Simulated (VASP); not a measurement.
# Li4Ge2B (R3m) in VASP: further runs

The runs below take Li4Ge2B through single point, relaxation of cell and atoms, with PBE.

Program: VASP 6.6.1. These are calculated values, not measurements. Logs are shortened: lines on timing, memory, paths and dates and some standing lists are left out, and cuts for length are marked.

## 1. The cell of the first run

Symmetry: R3m, No. 160, trigonal system. The conventional cell has a = 4.051 Å, b = 4.051 Å, c = 19.832 Å, α = 90.00°, β = 90.00°, γ = 120.00°. Within 3.2 Å of Li (site symmetry 3m) lie 3 B at 2.40 Å and 5 Li at 2.53 to 2.96 Å and 6 Ge at 2.81 to 2.91 Å. Within 3.4 Å of Li (site symmetry 3m) lie 5 Li at 2.47 to 2.96 Å and 6 Ge at 2.73 to 3.03 Å and 3 B at 3.38 Å. Li (site symmetry 3m) has 7 Li at 2.47 to 3.01 Å and 6 Ge at 2.59 to 3.22 Å and 1 B at 3.23 Å within 3.3 Å. Within 3.2 Å of Li (site symmetry 3m) lie 4 Ge at 2.46 to 2.51 Å and 7 Li at 2.53 to 3.01 Å and 3 B at 2.77 Å. Ge (site symmetry 3m) has 10 Li at 2.51 to 3.22 Å and 3 B at 2.55 Å and 1 Ge at 3.33 Å within 3.4 Å. Within 3.1 Å of Ge (site symmetry 3m) lie 1 B at 2.26 Å and 12 Li at 2.46 to 3.03 Å. B (site symmetry 3m) has 4 Ge at 2.26 to 2.55 Å and 6 Li at 2.40 to 2.77 Å within 3.0 Å.

## 2. Single point, PBE

Input file INCAR:

```
SYSTEM = Li4Ge2B
  ALGO = Normal
  EDIFF = 1E-6
  ENCUT = 520
  GGA = PE
  ISIF = 2
  ISMEAR = 0
  LASPH = .TRUE.
  LCHARG = .FALSE.
  LREAL = .FALSE.
  LWAVE = .FALSE.
  NBANDS = 30
  NELM = 100
  PREC = Accurate
  SIGMA = 0.1
```

Input file KPOINTS:

```
k-points
0
G
  6 6 6
  0 0 0
```

Input file POSCAR:

```
Li4Ge2B
1.0
    2.0252669582      1.1692886039      6.6106554137
   -2.0252669582      1.1692886039      6.6106554137
    0.0000000000     -2.3385766666      6.6106555095
Li Ge B
4 2 1
Direct
    0.1645958906      0.1645958906      0.1645958906
    0.3140577401      0.3140577401      0.3140577401
    0.0210348596      0.0210348596      0.0210348596
    0.4496393735      0.4496393735      0.4496393735
    0.5762888767      0.5762888767      0.5762888767
    0.7442815892      0.7442815892      0.7442815892
    0.8580016703      0.8580016703      0.8580016703
```

Potentials or basis: VASP PAW PBE potentials, release 64 (Li_sv, Ge_d, B).

Command:

```console
$ cat potpaw_PBE.64/Li_sv/POTCAR potpaw_PBE.64/Ge_d/POTCAR potpaw_PBE.64/B/POTCAR > POTCAR
$ mpirun -np 1 vasp_std > vasp.out
```

OUTCAR:

```text
SYSTEM = Li4Ge2B
   EDIFF = 1E-6
   ENCUT = 520
   GGA = PE
   ISIF = 2
   ISMEAR = 0
   LASPH = .TRUE.
   LREAL = .FALSE.
   NELM = 100
   PREC = Accurate

 ion  position               nearest neighbor table
   1  0.165  0.165  0.165-   4 2.53   4 2.53   4 2.53
   2  0.314  0.314  0.314-   3 2.47   3 2.47   3 2.47   5 2.73   5 2.73   5 2.73
   3  0.021  0.021  0.021-   2 2.47   2 2.47   2 2.47   6 2.59   6 2.59   6 2.59
   4  0.450  0.450  0.450-   6 2.46   6 2.46   6 2.46   5 2.51   1 2.53   1 2.53   1 2.53
   5  0.576  0.576  0.576-   4 2.51   2 2.73   2 2.73   2 2.73
   6  0.744  0.744  0.744-   7 2.26   4 2.46   4 2.46   4 2.46   3 2.59   3 2.59   3 2.59
   7  0.858  0.858  0.858-   6 2.26

  LATTYP: Found a trigonal (rhomboedric) cell.
 ALAT       =     7.0121114573
 COS(alpha) =     0.8331612493

  Lattice vectors:

 A1 = (   2.0252669582,   1.1692886039,   6.6106554137)
 A2 = (  -2.0252669582,   1.1692886039,   6.6106554137)
 A3 = (   0.0000000000,  -2.3385766666,   6.6106555095)

Analysis of symmetry for initial positions (statically):
=====================================================================
 Subroutine PRICEL returns:
 Original cell was already a primitive cell.

 Routine SETGRP: Setting up the symmetry group for a
 trigonal (rhombohedral) supercell.

 Subroutine GETGRP returns: Found  6 space group operations
 (whereof  6 operations were pure point group operations)
 out of a pool of 12 trial point group operations.

The static configuration has the point symmetry C_3v.

Analysis of symmetry for dynamics (positions and initial velocities):
=====================================================================
 Subroutine PRICEL returns:
 Original cell was already a primitive cell.

 Routine SETGRP: Setting up the symmetry group for a
 trigonal (rhombohedral) supercell.

 Subroutine GETGRP returns: Found  6 space group operations
 (whereof  6 operations were pure point group operations)
 out of a pool of 12 trial point group operations.

The dynamic configuration has the point symmetry C_3v.

 Subroutine INISYM returns: Found  6 space group operations
 (whereof  6 operations are pure point group operations),
 and found     1 'primitive' translations

----------------------------------------------------------------------------------------

                                     Primitive cell

  volume of cell :      93.9290
[... 97 lines left out ...]
   ENCUT  =  520.0 eV  38.22 Ry    6.18 a.u.  13.04 13.04 13.04*2*pi/ulx,y,z
   NELM   =    100;   NELMIN=  2; NELMDL= -5     # of ELM steps
   EDIFF  = 0.1E-05   stopping-criterion for ELM
   LREAL  =      F    real-space projection
   EDIFFG = 0.1E-04   stopping-criterion for IOM
   NSW    =      0    number of steps for IOM
   IBRION =     -1    ionic relax: 0-MD 1-quasi-New 2-CG
   NFREE  =      0    steps in history (QN), initial steepest desc. (CG)
   ISIF   =      2    stress and relaxation
   ISYM   =      2    0-nonsym 1-usesym 2-fastsym
   POTIM  = 0.5000    time-step for ionic-motion
   TEBEG  =    0.0;   TEEND  =   0.0 temperature during run
   PSTRESS=    0.0 pullay stress
   NELECT =      43.0000    total number of electrons
   NUPDOWN=      -1.0000    fix difference up-down
   EMIN   =  10.00;   EMAX   =-10.00  energy-range for DOS
   EFERMI =   0.00;   METHOD = LEGACY
   ISMEAR =     0;   SIGMA  =   0.10  broadening in eV -4-tet -1-fermi 0-gaus
   EFERMI_NEDOS =   21; number of points for ismear=-14 and -15
   IALGO  =     38    algorithm
   IMIX   =      4    mixing-type and parameters
     AMIX     =   0.40;   BMIX     =  1.00
     AMIX_MAG =   1.60;   BMIX_MAG =  1.00
  volume/ion in A,a.u.               =      13.42        90.55
  Fermi-wavevector in a.u.,A,eV,Ry     =   1.261724  2.384313 21.659765  1.591948
  Thomas-Fermi vector in A             =   2.395169
   LORBIT       =      0    0 simple, 1 ext, 2 COOP (PROOUT), +10 PAW based schemes
   GGA     = PE    functional components
   LHFCALC =     F    Hartree Fock is set to
   AEXX    =    0.0000 exact exchange contribution
   IVDW    =     0    specifies the selected vdW correction
   LEPSILON=     F    determine dielectric tensor
   LRPA    =     F    only Hartree local field effects (RPA)
 non-spin polarized calculation
 Gauss-broadening in eV      SIGMA  =   0.10
  energy-cutoff  :      520.00
  volume of cell :       93.93
 maximum number of plane-waves:      2556
 NGX is ok and might be reduce to    54
   NGX = 27   NGY = 27   NGZ = 27

 number of electron      43.0000003 magnetization

 Free energy of the ion-electron system (eV)
  ---------------------------------------------------
  ext. energy  EPLUGINS =         0.00000000
  ---------------------------------------------------
  free energy    TOTEN  =       -23.20651483 eV

  energy without entropy =      -23.20379174  energy(sigma->0) =      -23.20515328

 E-fermi :   4.4477     XC(G=0):  -9.8140

 val. band max:        4.4394256283   @ k =  -0.3333   0.3333   0.3333
 cond. band min:       4.5342278150   @ k =   0.3333   0.0000  -0.0000
 fundamental gap:      0.0948021867
 Fermi energy:         4.4477250458

 k-point     1 :       0.0000    0.0000    0.0000
  band No.  band energies     occupation
      1     -42.4262      2.00000
      2     -41.8144      2.00000
      3     -41.7337      2.00000
      4     -41.3287      2.00000
      5     -20.0678      2.00000
      6     -20.0678      2.00000
[... 781 lines left out ...]
     29      11.0385      0.00000
     30      11.8585      0.00000

 [... further k-points ...]
[... 5 lines left out ...]
  --------------------------------------------------------------------------------------
  -------------------------------------------------------------------------------------
  Total       -0.0482468     -0.0482468      0.0432018     -0.0000000      0.0000000      0.0000000
  in kB       -0.8229616     -0.8229616      0.7369070     -0.0000000      0.0000000      0.0000000
  external PRESSURE =      -0.3030054 kB  Pullay stress =       0.0000000 kB

 VOLUME and BASIS-vectors are now :
 -----------------------------------------------------------------------------
  energy-cutoff  :      520.00
  volume of cell :       93.93
      direct lattice vectors                 reciprocal lattice vectors
     2.025266958  1.169288604  6.610655414     0.246881034  0.142536833  0.050423640
    -2.025266958  1.169288604  6.610655414    -0.246881034  0.142536833  0.050423640
     0.000000000 -2.338576667  6.610655509     0.000000000 -0.285073661  0.050423651

 POSITION                                       TOTAL-FORCE (eV/Angst)
 -----------------------------------------------------------------------------------
      0.00000      0.00000      3.26426         0.000000     -0.000000     -0.000410
      0.00000      0.00000      6.22838         0.000000     -0.000000     -0.011061
      0.00000      0.00000      0.41716         0.000000      0.000000      0.014670
      0.00000      0.00000      8.91723         0.000000     -0.000000     -0.020560
      0.00000      0.00000     11.42894         0.000000      0.000000      0.018372
      0.00000      0.00000     14.76057         0.000000      0.000000      0.008391
      0.00000      0.00000     17.01586         0.000000     -0.000000     -0.009403
 -----------------------------------------------------------------------------------
    total drift:                                0.000000     -0.000000     -0.000302

  FREE ENERGIE OF THE ION-ELECTRON SYSTEM (eV)
  ---------------------------------------------------
  free  energy   TOTEN  =       -23.2065148285 eV

  energy  without entropy=      -23.2037917364  energy(sigma->0) =      -23.20515328
```

OSZICAR:

```text
N       E                     dE             d eps       ncg     rms          rms(c)
DAV:   1     0.359416195075E+03    0.35942E+03   -0.19920E+04  2176   0.283E+03
DAV:   2     0.456446129645E+02   -0.31377E+03   -0.30310E+03  1920   0.730E+02
DAV:   3    -0.131749448150E+02   -0.58820E+02   -0.58089E+02  2412   0.174E+02
DAV:   4    -0.233345991978E+02   -0.10160E+02   -0.10061E+02  3586   0.546E+01
DAV:   5    -0.239132757534E+02   -0.57868E+00   -0.57837E+00  2582   0.150E+01    0.382E+00
DAV:   6    -0.232607506363E+02    0.65253E+00   -0.21445E+00  2972   0.808E+00    0.182E+00
DAV:   7    -0.232167625126E+02    0.43988E-01   -0.27675E-01  2516   0.290E+00    0.862E-01
DAV:   8    -0.232070752632E+02    0.96872E-02   -0.45950E-02  2928   0.157E+00    0.272E-01
DAV:   9    -0.232064672841E+02    0.60798E-03   -0.57184E-03  2970   0.421E-01    0.101E-01
DAV:  10    -0.232065080579E+02   -0.40774E-04   -0.91199E-04  2762   0.171E-01    0.475E-02
DAV:  11    -0.232065160132E+02   -0.79553E-05   -0.10659E-04  3066   0.817E-02    0.107E-02
DAV:  12    -0.232065151025E+02    0.91069E-06   -0.11527E-05  2564   0.304E-02    0.391E-03
DAV:  13    -0.232065148285E+02    0.27402E-06   -0.12175E-06  1546   0.117E-02
   1 F= -.23206515E+02 E0= -.23205153E+02  d E =-.272309E-02
```

Run time: 2.4 min. Hardware: 1 thread of Intel Xeon 6975P-C (Granite Rapids), shared host; peak memory 0.42 GiB.

Results:

```
Free energy            : -23.2065 eV
Largest force          : 0.021 eV/Å
Band gap on the k mesh : zero (an odd number of electrons rules out a gap without spin polarisation)
```

Forces in eV/Å, atoms in the order of the input:
```
Li   0.000  0.000  0.000
Li   0.000  0.000 -0.011
Li   0.000  0.000  0.015
Li   0.000  0.000 -0.021
Ge   0.000  0.000  0.018
Ge   0.000  0.000  0.008
B    0.000  0.000 -0.009
```

Caveat: the cutoff is under 1.25 times the usual one of these potentials, so pressure, stress and relaxed cells hold a basis-set (Pulay) error.

## 3. Relaxation of cell and atoms, PBE

This run uses another cell than the first one, of 15.03 Å³/atom.

Input file INCAR:

```
SYSTEM = Li4Ge2B
PREC = Accurate ; ENCUT = 600
EDIFF = 1E-6 ; ISMEAR = 0
SIGMA = 0.1 ; LREAL = .False.
LASPH = .True. ; NELM = 100
ALGO = Normal ; ISIF = 3
LWAVE = .False. ; LCHARG = .False.
GGA = PE ; IBRION = 2
NSW = 60 ; EDIFFG = -0.04
```

Input file KPOINTS:

```
Automatic mesh
0
Gamma
  6 6 6
  0 0 0
```

Input file POSCAR:

```
Li4Ge2B
1.0
    2.2301510000      1.2875790000      6.1065700000
   -2.2301510000      1.2875790000      6.1065700000
    0.0000000000     -2.5751570000      6.1065700000
Li Ge B
4 2 1
Direct
    0.1640000000      0.1640000000      0.1640000000
    0.2994000000      0.2994000000      0.2994000000
    0.0033000000      0.0033000000      0.0033000000
    0.4590000000      0.4590000000      0.4590000000
    0.5930500000      0.5930500000      0.5930500000
    0.7335500000      0.7335500000      0.7335500000
    0.8756000000      0.8756000000      0.8756000000
```

Potentials or basis: VASP PAW PBE potentials, release 64 (Li_sv, Ge_d, B).

Command:

```console
$ cat potpaw_PBE.64/Li_sv/POTCAR potpaw_PBE.64/Ge_d/POTCAR potpaw_PBE.64/B/POTCAR > POTCAR
$ mpirun -np 1 vasp_std > vasp.out
```

Run time: 21 min. Hardware: 1 thread of Intel Xeon 6975P-C (Granite Rapids), shared host; peak memory 0.51 GiB.

Results (log left out):

```
Free energy                           : -23.2199 eV
Relaxed volume                        : 13.39 Å³/atom
Relaxed cell                          : a = 7.007 Å, b = 7.007 Å, c = 7.007 Å, α = 33.57°, β = 33.57°, γ = 33.57°
Space group after relaxing (to 0.1 Å) : R3m (No. 160)
Energy gained by relaxing             : 112.2 meV/atom
Ionic steps                           : 19
Pressure after relaxing               : 0.0 GPa
Largest force after relaxing          : 0.029 eV/Å
Band gap on the k mesh                : zero (an odd number of electrons rules out a gap without spin polarisation)
```

Forces in eV/Å, atoms in the order of the input:
```
Li   0.000  0.000  0.007
Li   0.000  0.000 -0.009
Li   0.000  0.000  0.016
Li   0.000  0.000 -0.004
Ge   0.000  0.000 -0.029
Ge   0.000  0.000  0.017
B    0.000  0.000  0.002
```

Stress tensor (GPa, compression positive):
```
 0.04  0.00  0.00
 0.00  0.04  0.00
 0.00  0.00 -0.04
```

Step by step:
```
step  energy change (eV)  largest force (eV/Å)  pressure (GPa)  volume (Å³)
   1              0.0000                0.9716           -3.10       105.21
   2             -0.2445                0.7366           -2.32       100.83
   3             -0.5470                0.4708            0.54        92.17
   4             -0.5652                0.6163            2.73        88.31
   5             -0.5692                0.5600            2.05        89.31
   6             -0.6501                0.4391            0.71        91.24
   7             -0.7065                0.3338           -0.82        94.09
   8             -0.7126                0.2921           -1.23        95.19
   9             -0.7470                0.2093           -0.16        93.26
  10             -0.7517                0.2740            0.56        92.23
  11             -0.7734                0.1204            0.62        92.04
  12             -0.7745                0.0866            0.66        91.98
  13             -0.7812                0.0928           -0.32        93.80
  14             -0.7812                0.0928           -0.22        93.76
  15             -0.7839                0.0527           -0.05        93.57
  16             -0.7841                0.0459            0.01        93.51
  17             -0.7849                0.0576            0.09        93.46
  18             -0.7849                0.0526            0.09        93.46
  19             -0.7854                0.0292            0.01        93.71
```

Final structure:
```
CELL_PARAMETERS angstrom
2.02356 1.16830 6.60631
-2.02356 1.16830 6.60631
0.00000 -2.33661 6.60631
ATOMIC_POSITIONS crystal
Li 0.16449 0.16449 0.16449
Li 0.31411 0.31411 0.31411
Li 0.02080 0.02080 0.02080
Li 0.44961 0.44961 0.44962
Ge 0.57662 0.57662 0.57662
Ge 0.74416 0.74416 0.74416
B 0.85811 0.85811 0.85811
```

Levels at points of the mesh, in eV from the Fermi level:
```
           k point  band 18  band 19  band 20  band 21  band 22  band 23  band 24  band 25
(0.00, 0.00, 0.00)    -0.92    -0.92     0.33     0.70     0.70     0.81     2.41     2.41
(0.50, 0.00, 0.00)    -4.08    -3.05    -2.62    -0.88    -0.67     0.69     1.69     3.52
(0.50, 0.50, 0.00)    -3.69    -2.87    -2.43    -1.92     0.18     0.85     2.11     2.11
(0.50, 0.50, 0.50)    -2.35    -1.09    -1.09     0.56     1.40     1.40     1.89     1.89
```

Caveat: the cutoff is under 1.25 times the usual one of these potentials, so pressure, stress and relaxed cells hold a basis-set (Pulay) error.

The gap in the log of VASP goes by the Fermi energy; the results here count the filled bands.